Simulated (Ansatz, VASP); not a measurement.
Two plane-wave programs on Be3Te2O

```xyz
6
Lattice="-2.5698 2.5698 4.6038 2.5698 -2.5698 4.6038 2.5698 2.5698 -4.6038" Properties=species:S:1:pos:R:3 pbc="T T T"
Be    0.0000    2.5698    2.3019
Be    2.5698    0.0000    2.3019
Be    0.0000    0.0000    4.6038
Te    0.0000    0.0000    6.9754
Te    0.0000    0.0000    2.2323
O     0.0000    0.0000    0.0000
```

Alike in both runs: functional PBE; k mesh 3 × 3 × 3; occupations gaussian, width 0.15 eV; no spin polarisation.

Ansatz relaxed the structure, and its values are those at the end. VASP's run is a single point on that final structure, the one shown.

```csv
,VASP,Ansatz
version,VASP 6.6.1,Ansatz 0.2.0
potentials or method,"VASP PAW PBE potentials, release 64 (Be, Te, O), cutoff 600 eV","scalar-relativistic, plane waves, PAW"
valence electrons in the cell,24,44
```

|  | VASP | Ansatz | Ansatz less VASP |
| --- | --- | --- | --- |
| gap on the k mesh at the Fermi level (eV) | none | none | - |
| pressure (GPa) | 0.3 | 0.2 | -0.07 |
| rms of the force components (eV/Å) | 0.016 | 0.003 | -0.0131 |

A gap of «none» marks a metal or a gap that the smearing closes. The functional is the same, so the differences come from potentials, cutoffs and numerics. VASP's potentials hold 24 valence electrons a cell and Ansatz's 44, so a difference there can come from the potentials and not from the codes.

The k mesh is coarse, so the values compare programs but aren't converged. Neither program's run includes spin-orbit coupling.
